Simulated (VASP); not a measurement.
# NiO (Fm-3m) in VASP: single point with LDA

Aim: the single point of NiO with LDA.

All numbers are computed with VASP 6.6.1; they aren't measurements. Logs are shortened: lines on timing, memory, paths and dates and some standing lists are left out, and cuts for length are marked.

**1. The cell of the first run**

The structure is cubic, space group Fm-3m (No. 225). The conventional cell has a = 4.267 Å, b = 4.267 Å, c = 4.267 Å, α = 90.00°, β = 90.00°, γ = 90.00°. Within 2.8 Å of Ni (site symmetry m-3m) lie 6 O at 2.13 Å. Within 2.8 Å of O (site symmetry m-3m) lie 6 Ni at 2.13 Å.

**2. Single point, LDA, collinear spin, ferromagnetic start**

Contents of INCAR:

```
SYSTEM = NiO
ALGO = Normal
EDIFF = 1E-6
ENCUT = 600
GGA_COMPAT = .FALSE.
ISIF = 2
ISMEAR = 0
ISPIN = 2
LASPH = .TRUE.
LCHARG = .FALSE.
LMAXMIX = 4
LORBIT = 11
LREAL = .FALSE.
LWAVE = .FALSE.
MAGMOM = 1.91 0.21
NBANDS = 19
NELM = 200
PREC = Accurate
SIGMA = 0.02
```

Contents of KPOINTS:

```
k-points
0
G
  12 12 12
  0 0 0
```

Contents of POSCAR:

```
NiO
1.0
    0.0000000000      2.1337376285      2.1337376285
    2.1337376285      0.0000000000      2.1337376285
    2.1337376285      2.1337376285      0.0000000000
Ni O
1 1
Direct
    0.0000000000      0.0000000000      0.0000000000
    0.5000000000      0.5000000000      0.5000000000
```

Potentials or basis: VASP PAW LDA potentials, release 64 (Ni, O).

Launch:

```console
$ cat potpaw_LDA.64/Ni/POTCAR potpaw_LDA.64/O/POTCAR > POTCAR
$ mpirun -np 1 vasp_std > vasp.out
```

OUTCAR:

```text
SYSTEM = NiO
   EDIFF = 1E-6
   ENCUT = 600
   ISIF = 2
   ISMEAR = 0
   ISPIN = 2
   LASPH = .TRUE.
   LORBIT = 11
   LREAL = .FALSE.
   NELM = 200
   PREC = Accurate

 ion  position               nearest neighbor table
   1  0.000  0.000  0.000-   2 2.13   2 2.13   2 2.13   2 2.13   2 2.13   2 2.13
   2  0.500  0.500  0.500-   1 2.13   1 2.13   1 2.13   1 2.13   1 2.13   1 2.13

  LATTYP: Found a face centered cubic cell.
 ALAT       =     4.2674752570

  Lattice vectors:

 A1 = (   0.0000000000,   2.1337376285,   2.1337376285)
 A2 = (   2.1337376285,   0.0000000000,   2.1337376285)
 A3 = (   2.1337376285,   2.1337376285,   0.0000000000)

Analysis of symmetry for initial positions (statically):
=====================================================================
 Subroutine PRICEL returns:
 Original cell was already a primitive cell.

 Routine SETGRP: Setting up the symmetry group for a
 face centered cubic supercell.

 Subroutine GETGRP returns: Found 48 space group operations
 (whereof 48 operations were pure point group operations)
 out of a pool of 48 trial point group operations.

The static configuration has the point symmetry O_h .

Analysis of symmetry for dynamics (positions and initial velocities):
=====================================================================
 Subroutine PRICEL returns:
 Original cell was already a primitive cell.

 Routine SETGRP: Setting up the symmetry group for a
 face centered cubic supercell.

 Subroutine GETGRP returns: Found 48 space group operations
 (whereof 48 operations were pure point group operations)
 out of a pool of 48 trial point group operations.

The dynamic configuration has the point symmetry O_h .

Analysis of structural, dynamic, and magnetic symmetry:
=====================================================================
 Subroutine PRICEL returns:
 Original cell was already a primitive cell.

 Routine SETGRP: Setting up the symmetry group for a
 face centered cubic supercell.

 Subroutine GETGRP returns: Found 48 space group operations
 (whereof 48 operations were pure point group operations)
 out of a pool of 48 trial point group operations.

The overall configuration has the point symmetry O_h .

 Subroutine INISYM returns: Found 48 space group operations
 (whereof 48 operations are pure point group operations),
 and found     1 'primitive' translations

----------------------------------------------------------------------------------------

                                     Primitive cell

  volume of cell :      19.4291

  direct lattice vectors                    reciprocal lattice vectors
     0.000000000  2.133737629  2.133737629    -0.234330591  0.234330591  0.234330591
     2.133737629  0.000000000  2.133737629     0.234330591 -0.234330591  0.234330591
     2.133737629  2.133737629  0.000000000     0.234330591  0.234330591 -0.234330591

  length of vectors
     3.017560693  3.017560693  3.017560693     0.405872490  0.405872490  0.405872490

  position of ions in fractional coordinates (direct lattice)
     0.000000000  0.000000000  0.000000000
     0.500000000  0.500000000  0.500000000

  ion indices of the primitive-cell ions
   primitive index   ion index
                 1           1
                 2           2

----------------------------------------------------------------------------------------

 KPOINTS: k-points

Automatic generation of k-mesh.
 Grid dimensions read from file:
 generate k-points for:   12   12   12

 Generating k-lattice:

  Cartesian coordinates                     Fractional coordinates (reciprocal lattice)
    -0.019527549  0.019527549  0.019527549     0.083333333  0.000000000  0.000000000
     0.019527549 -0.019527549  0.019527549     0.000000000  0.083333333  0.000000000
     0.019527549  0.019527549 -0.019527549     0.000000000  0.000000000  0.083333333

  Length of vectors
     0.033822707  0.033822707  0.033822707

  Shift w.r.t. Gamma in fractional coordinates (k-lattice)
     0.000000000  0.000000000  0.000000000

 Subroutine IBZKPT returns following result:
 ===========================================

 Found     72 irreducible k-points:

 Following reciprocal coordinates:
            Coordinates               Weight
  0.000000  0.000000  0.000000      1.000000
  0.083333  0.000000  0.000000      8.000000
  0.166667  0.000000  0.000000      8.000000
  0.250000  0.000000  0.000000      8.000000
  0.333333  0.000000  0.000000      8.000000
  0.416667  0.000000  0.000000      8.000000
[... 16 lines left out ...]
  0.500000  0.166667  0.000000     24.000000
 -0.416667  0.166667  0.000000     24.000000
 [... further k-points ...]
   k-points           NKPTS =     72   k-points in BZ     NKDIM =     72   number of bands    NBANDS=     19
   number of dos      NEDOS =    301   number of ions     NIONS =      2
   total plane-waves  NPLWV =  13824
   dimension x,y,z NGX =    24 NGY =   24 NGZ =   24
   dimension x,y,z NGXF=    48 NGYF=   48 NGZF=   48
   ions per type =               1   1
   NGX,Y,Z   is equivalent  to a cutoff of  13.22, 13.22, 13.22 a.u.
   NGXF,Y,Z  is equivalent  to a cutoff of  26.44, 26.44, 26.44 a.u.
 SYSTEM =  NiO
   PREC   = accura    normal or accurate (medium, high low for compatibility)
   ISTART =      0    job   : 0-new  1-cont  2-samecut
   ICHARG =      2    charge: 1-file 2-atom 10-const
   ISPIN  =      2    spin polarized calculation?
   LNONCOLLINEAR =      F non collinear calculations
   LSORBIT =      F    spin-orbit coupling
   LASPH  =      T    aspherical Exc in radial PAW
   ENCUT  =  600.0 eV  44.10 Ry    6.64 a.u.   6.03  6.03  6.03*2*pi/ulx,y,z
   NELM   =    200;   NELMIN=  2; NELMDL= -5     # of ELM steps
   EDIFF  = 0.1E-05   stopping-criterion for ELM
   LREAL  =      F    real-space projection
   EDIFFG = 0.1E-04   stopping-criterion for IOM
   NSW    =      0    number of steps for IOM
   IBRION =     -1    ionic relax: 0-MD 1-quasi-New 2-CG
   NFREE  =      0    steps in history (QN), initial steepest desc. (CG)
   ISIF   =      2    stress and relaxation
   ISYM   =      2    0-nonsym 1-usesym 2-fastsym
   POTIM  = 0.5000    time-step for ionic-motion
   TEBEG  =    0.0;   TEEND  =   0.0 temperature during run
   PSTRESS=    0.0 pullay stress
   NELECT =      16.0000    total number of electrons
   NUPDOWN=      -1.0000    fix difference up-down
   EMIN   =  10.00;   EMAX   =-10.00  energy-range for DOS
   EFERMI =   0.00;   METHOD = LEGACY
   ISMEAR =     0;   SIGMA  =   0.02  broadening in eV -4-tet -1-fermi 0-gaus
   EFERMI_NEDOS =   21; number of points for ismear=-14 and -15
   IALGO  =     38    algorithm
   IMIX   =      4    mixing-type and parameters
     AMIX     =   0.40;   BMIX     =  1.00
     AMIX_MAG =   1.60;   BMIX_MAG =  1.00
  volume/ion in A,a.u.               =       9.71        65.56
  Fermi-wavevector in a.u.,A,eV,Ry     =   1.534489  2.899764 32.037051  2.354657
  Thomas-Fermi vector in A             =   2.641410
   LORBIT       =     11    0 simple, 1 ext, 2 COOP (PROOUT), +10 PAW based schemes
   GGA     = CA    functional components
   LHFCALC =     F    Hartree Fock is set to
   AEXX    =    0.0000 exact exchange contribution
   IVDW    =     0    specifies the selected vdW correction
   LEPSILON=     F    determine dielectric tensor
   LRPA    =     F    only Hartree local field effects (RPA)
 spin polarized calculation
 Gauss-broadening in eV      SIGMA  =   0.02
  energy-cutoff  :      600.00
  volume of cell :       19.43
 maximum number of plane-waves:       661
   NGX = 13   NGY = 13   NGZ = 13

 number of electron      16.0000009 magnetization      -0.0962520

 number of electron      16.0000009 magnetization       0.3662632

 Free energy of the ion-electron system (eV)
  ---------------------------------------------------
  ext. energy  EPLUGINS =         0.00000000
  ---------------------------------------------------
  free energy    TOTEN  =       -13.09211187 eV

  energy without entropy =      -13.09168412  energy(sigma->0) =      -13.09189800

 E-fermi :   6.4889     XC(G=0): -12.8025

 val. band max:        6.4793407168   @ k =  -0.4167   0.2500   0.0833
 cond. band min:       6.4910514804   @ k =   0.2500   0.1667   0.0000
 fundamental gap:      0.0117107636
 Fermi energy:         6.4889287962

 spin component 1

 k-point     1 :       0.0000    0.0000    0.0000
  band No.  band energies     occupation
      1     -13.0220      1.00000
      2       3.6968      1.00000
      3       3.6968      1.00000
      4       3.6968      1.00000
      5       4.8420      1.00000
      6       4.8420      1.00000
[... 11 lines left out ...]
     18      31.8439      0.00000
     19      31.8439      0.00000
[... 485 lines left out ...]
 k-point    24 :      -0.4167    0.1667    0.0000
  band No.  band energies     occupation
      1     -11.7417      1.00000
      2      -0.6241      1.00000
      3       1.3062      1.00000
      4       1.5495      1.00000
      5       5.4388      1.00000
      6       5.5552      1.00000
[... 11 lines left out ...]
     18      35.8865      0.00000
     19      36.1675      0.00000

 [... further k-points ...]

 spin component 2

 k-point     1 :       0.0000    0.0000    0.0000
  band No.  band energies     occupation
      1     -12.9447      1.00000
      2       3.7849      1.00000
      3       3.7849      1.00000
      4       3.7849      1.00000
      5       5.0468      1.00000
      6       5.0468      1.00000
[... 11 lines left out ...]
     18      31.9531      0.00000
     19      31.9531      0.00000
[... 485 lines left out ...]
 k-point    24 :      -0.4167    0.1667    0.0000
  band No.  band energies     occupation
      1     -11.6572      1.00000
      2      -0.5481      1.00000
      3       1.4396      1.00000
      4       1.7160      1.00000
      5       5.6836      1.00000
      6       5.7830      1.00000
[... 11 lines left out ...]
     18      35.9595      0.00000
     19      36.2459      0.00000

 [... further k-points ...]

------------------------ aborting loop because EDIFF is reached ----------------------------------------

  FORCE on cell =-STRESS in cart. coord.  units (eV):
  Direction    XX          YY          ZZ          XY          YZ          ZX
  --------------------------------------------------------------------------------------
  -------------------------------------------------------------------------------------
  Total       -3.5481677     -3.5481677     -3.5481677     -0.0000000     -0.0000000     -0.0000000
  in kB     -292.5914819   -292.5914819   -292.5914819     -0.0000000     -0.0000000     -0.0000000
  external PRESSURE =    -292.5914819 kB  Pullay stress =       0.0000000 kB

 VOLUME and BASIS-vectors are now :
 -----------------------------------------------------------------------------
  energy-cutoff  :      600.00
  volume of cell :       19.43
      direct lattice vectors                 reciprocal lattice vectors
     0.000000000  2.133737629  2.133737629    -0.234330591  0.234330591  0.234330591
     2.133737629  0.000000000  2.133737629     0.234330591 -0.234330591  0.234330591
     2.133737629  2.133737629  0.000000000     0.234330591  0.234330591 -0.234330591

 POSITION                                       TOTAL-FORCE (eV/Angst)
 -----------------------------------------------------------------------------------
      0.00000      0.00000      0.00000         0.000000      0.000000      0.000000
      2.13374      2.13374      2.13374         0.000000      0.000000      0.000000
 -----------------------------------------------------------------------------------
    total drift:                                0.000000     -0.000000     -0.000000

  FREE ENERGIE OF THE ION-ELECTRON SYSTEM (eV)
  ---------------------------------------------------
  free  energy   TOTEN  =       -13.0921118677 eV

  energy  without entropy=      -13.0916841237  energy(sigma->0) =      -13.09189800

 total charge

# of ion       s       p       d       tot
------------------------------------------
    1        0.309   0.347   8.319   8.975
    2        1.559   3.301   0.000   4.860
--------------------------------------------------
tot          1.868   3.647   8.319  13.834

 magnetization (x)

# of ion       s       p       d       tot
------------------------------------------
    1        0.004   0.004   0.300   0.308
    2        0.006   0.040   0.000   0.047
--------------------------------------------------
tot          0.010   0.045   0.300   0.354
```

Wall time 2.9 min (1 thread of Intel Xeon 8259CL, shared host); peak memory 0.18 GiB.

What came out:

| Quantity | Value |
| --- | --- |
| Free energy | -13.0921 eV |
| Pressure | -29.3 GPa |
| Net moment | 0.37 μB per cell |
| Site moments | Ni +0.31; O +0.05 μB |
| Valence electrons inside the program's atomic spheres | Ni 8.97; O 4.86 |

Levels at points of the mesh, in eV from the Fermi level:
Spin up:
| k point | band 5 | band 6 | band 7 | band 8 | band 9 | band 10 | band 11 | band 12 |
| --- | --- | --- | --- | --- | --- | --- | --- | --- |
| (0.00, 0.00, 0.00) | -1.65 | -1.65 | -1.65 | -1.60 | -1.60 | 1.41 | 17.64 | 18.60 |
| (0.50, 0.00, 0.00) | -0.93 | -0.93 | -0.58 | 1.06 | 1.06 | 5.56 | 9.40 | 13.69 |
| (0.50, 0.50, 0.00) | -2.51 | -1.26 | -0.82 | -0.67 | -0.67 | 5.96 | 10.09 | 12.23 |
Spin down:
| k point | band 5 | band 6 | band 7 | band 8 | band 9 | band 10 | band 11 | band 12 |
| --- | --- | --- | --- | --- | --- | --- | --- | --- |
| (0.00, 0.00, 0.00) | -1.44 | -1.44 | -1.44 | -1.21 | -1.21 | 1.48 | 17.65 | 18.67 |
| (0.50, 0.00, 0.00) | -0.69 | -0.69 | -0.37 | 1.39 | 1.39 | 5.60 | 9.50 | 13.76 |
| (0.50, 0.50, 0.00) | -2.33 | -0.85 | -0.45 | -0.45 | -0.41 | 6.05 | 10.16 | 12.31 |

Caveat: the cell stands under tension; semilocal functionals often make such compounds metallic where correlation or magnetic order opens a gap, which also shifts bond lengths. With open d or f shells a metallic result of LDA can be an artefact of self-interaction; +U or a hybrid may open a gap.
